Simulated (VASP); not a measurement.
Here is a VASP 6.6.1 calculation.

INCAR

```
ALGO = Normal
EDIFF = 1E-6
ENCUT = 520
GGA = PE
ISIF = 2
ISMEAR = 0
LASPH = T
LCHARG = F
LREAL = F
LWAVE = F
NBANDS = 30
NELM = 100
PREC = Accurate
SIGMA = 0.1
```

File KPOINTS:

```
k-points
0
Gamma
  4 4 4
```

Contents of POSCAR:

```
BW3
1.0
    3.8239419987      0.0000000000      0.0000000000
    0.0000000000      3.8239419987      0.0000000000
    0.0000000000      0.0000000000      3.8239419987
B W
1 3
Direct
    0.0000000000      0.0000000000      0.0000000000
    0.5000000000      0.5000000000      0.0000000000
    0.5000000000      0.0000000000      0.5000000000
    0.0000000000      0.5000000000      0.5000000000
```

Potentials or basis: VASP PAW PBE potentials, release 64 (B, W_sv).

The run is started by

```bash
$ cat potpaw_PBE.64/B/POTCAR potpaw_PBE.64/W_sv/POTCAR > POTCAR
$ mpirun -np 1 vasp_std > vasp.out
```

Predict the pressure.

0.8 GPa.

Predict the band gap on the k mesh.

zero (an odd number of electrons rules out a gap without spin polarisation).

Caveat: the k points lie up to 0.41 Å⁻¹ apart, too coarse for converged energies and pressures of a metal; spin-orbit coupling is left out, which moves the levels of the heavy elements.
